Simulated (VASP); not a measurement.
CaAl4O: relaxation of cell and atoms with PBE

CaAl4O:

```
Ca Al O
1.0
     4.39356    0.00000    0.00000
     0.00000    4.39356    0.00000
     0.00000    0.00000    6.19551
Ca Al O
1 4 1
Direct
  0.50000 0.50000 0.50000
  0.50000 0.00000 0.74904
  0.00000 0.50000 0.25096
  0.50000 0.00000 0.25096
  0.00000 0.50000 0.74904
  0.00000 0.00000 0.00000
```

| Property | Result |
| --- | --- |
| Program | VASP 6.6.1 |
| Task | relaxation of cell and atoms |
| Functional | PBE |
| Potentials or basis | VASP PAW PBE potentials, release 64 (Ca_sv, Al, O) |
| Cutoff | 600 eV |
| k mesh | 4 × 4 × 4 |
| Occupations | gaussian, width 0.1 eV |
| Spin | no spin polarisation |
| Dipole correction | no |
| Further INCAR settings | ALGO = Normal; EDIFF = 1e-06; IBRION = 2; EDIFFG = -0.04; NSW = 90; ISIF = 3 |

```yaml
Relaxed_volume: 19.93 Å³/atom
Relaxed_cell: a = 3.899 Å, b = 3.899 Å, c = 7.864 Å, α = 90.00°, β = 90.00°, γ = 90.00°
Space_group_after_relaxing_to_0.05_Å: P4/mmm (No. 123)
Energy_gained_by_relaxing: 669.8 meV/atom
Ionic_steps: 11
Pressure_after_relaxing: 0.1 GPa
Largest_force_after_relaxing: 0.006 eV/Å
Band_gap_on_the_k_mesh: zero (band 14 reaches 6.14 eV, above the bottom of band 15 at 3.29 eV)
```

Forces in eV/Å, atoms in the order of the input:
```
Ca   0.000  0.000  0.000
Al   0.000  0.000 -0.006
Al   0.000  0.000  0.006
Al   0.000  0.000  0.006
Al   0.000  0.000 -0.006
O    0.000  0.000  0.000
```

Step by step:
| step | energy change (eV) | largest force (eV/Å) | pressure (GPa) | volume (Å³) |
| --- | --- | --- | --- | --- |
| 1 | 0.0000 | 2.0260 | 3.65 | 119.59 |
| 2 | -1.1406 | 1.4569 | -0.76 | 127.44 |
| 3 | -2.5879 | 0.9068 | -6.85 | 145.31 |
| 4 | -3.5812 | 0.4996 | -5.30 | 134.22 |
| 5 | -3.9654 | 0.0256 | -2.47 | 125.77 |
| 6 | -3.9853 | 0.2194 | -1.19 | 123.17 |
| 7 | -3.9857 | 0.1820 | -1.46 | 123.67 |
| 8 | -4.0100 | 0.1199 | -0.58 | 121.34 |
| 9 | -4.0145 | 0.0757 | 0.03 | 119.87 |
| 10 | -4.0179 | 0.0396 | 0.04 | 119.70 |
| 11 | -4.0190 | 0.0058 | 0.05 | 119.55 |

Final structure:
```
CELL_PARAMETERS angstrom
3.89896 0.00000 0.00000
0.00000 3.89896 0.00000
0.00000 0.00000 7.86440
ATOMIC_POSITIONS crystal
Ca 0.50000 0.50000 0.50000
Al 0.50000 0.00000 0.81809
Al 0.00000 0.50000 0.18191
Al 0.50000 0.00000 0.18191
Al 0.00000 0.50000 0.81809
O 0.00000 0.00000 0.00000
```

Levels at points of the mesh, in eV from the Fermi level:
```
           k point  band 12  band 13  band 14  band 15  band 16  band 17
(0.00, 0.00, 0.00)    -0.57     0.43     0.43     1.05     1.11     1.34
(0.50, 0.00, 0.00)    -2.51    -0.86    -0.20     1.68     1.97     2.16
(0.50, 0.50, 0.00)    -2.29    -2.04    -1.93    -1.93     0.54     1.95
(0.00, 0.00, 0.50)    -0.69    -0.32     0.39     0.80     0.80     0.88
(0.50, 0.00, 0.50)    -2.66    -0.53     0.34     1.06     1.25     2.27
(0.50, 0.50, 0.50)    -2.80    -2.04    -2.04    -1.51    -0.66     1.92
```

Run time: 2.8 min on 1 thread of Intel(R) Xeon(R) 6975P-C (Granite Rapids), on a shared host, peak memory 0.27 GiB.
